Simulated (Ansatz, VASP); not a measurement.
## Lu2ScN3 in VASP and in Ansatz

```
CELL_PARAMETERS angstrom
7.09918 0.00000 0.00000
-3.54959 6.14807 0.00000
0.00000 0.00000 3.47918
ATOMIC_POSITIONS crystal
Lu 0.33333 0.66667 0.50000
Lu 0.66667 0.33333 0.50000
Sc 0.00000 0.00000 0.00000
N 0.50000 0.00000 0.50000
N 0.00000 0.50000 0.50000
N 0.50000 0.50000 0.50000
```

Alike in both runs: functional PBE; k mesh 6 × 6 × 12; occupations gaussian, width 0.1 eV; no spin polarisation.

Ansatz relaxed the structure, and its values are those at the end. VASP's run is a single point on that final structure, the one shown.

|  | VASP | Ansatz |
| --- | --- | --- |
| version | VASP 6.6.1 | Ansatz 0.2.0 |
| potentials or method | VASP PAW PBE potentials, release 64 (Lu, Sc_sv, N), cutoff 520 eV | scalar-relativistic, plane waves, PAW |
| valence electrons in the cell | 76 | 76 |

VASP gave:

```
gap on the k mesh at the Fermi level (eV) : none
pressure (GPa)                            : 0.5
```

What did Ansatz give for the same quantities?

gap on the k mesh at the Fermi level (eV): none; pressure (GPa): 0.0.

A gap of «none» marks a metal or a gap that the smearing closes. The functional is the same, so the differences come from potentials, cutoffs and numerics.

Spin-orbit coupling is off throughout.
